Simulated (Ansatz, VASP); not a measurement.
## Two plane-wave programs on SbO6

```
Sb O
1.0
    -2.91958    2.91958    2.91958
     2.91958   -2.91958    2.91958
     2.91958    2.91958   -2.91958
Sb O
1 6
Direct
  0.00000 0.00000 0.00000
  0.00000 0.61185 0.61185
  0.00000 0.38815 0.38815
  0.61185 0.61185 0.00000
  0.38815 0.38815 0.00000
  0.61185 0.00000 0.61185
  0.38815 0.00000 0.38815
```

Change from the starting cell: species swapped into the TcF6 type (I4/mmm, No. 139).

Alike in both runs: functional PBE; k mesh 10 × 10 × 10; occupations gaussian, width 0.1 eV; no spin polarisation.

Ansatz relaxed the structure, and its values are those at the end. VASP's run is a single point on that final structure, the one shown.

|  | VASP | Ansatz |
| --- | --- | --- |
| version | VASP 6.6.1 | Ansatz 0.2.0 |
| potentials or method | VASP PAW PBE potentials, release 64 (Sb_d_GW, O), cutoff 600 eV | scalar-relativistic, plane waves, PAW |
| valence electrons in the cell | 51 | 51 |

```csv
,VASP,Ansatz,Ansatz less VASP
gap on the k mesh at the Fermi level (eV),none,none,-
pressure (GPa),0.4,0.0,-0.43
rms of the force components (eV/Å),0.248,0.002,-0.2462
```

A gap of «none» marks a metal or a gap that the smearing closes. One of these differences is far larger than is usual between the two programs; its cause wasn't traced. With one functional, cell and mesh, what is left measures potentials, basis and numerics.

Spin-orbit coupling is off throughout.
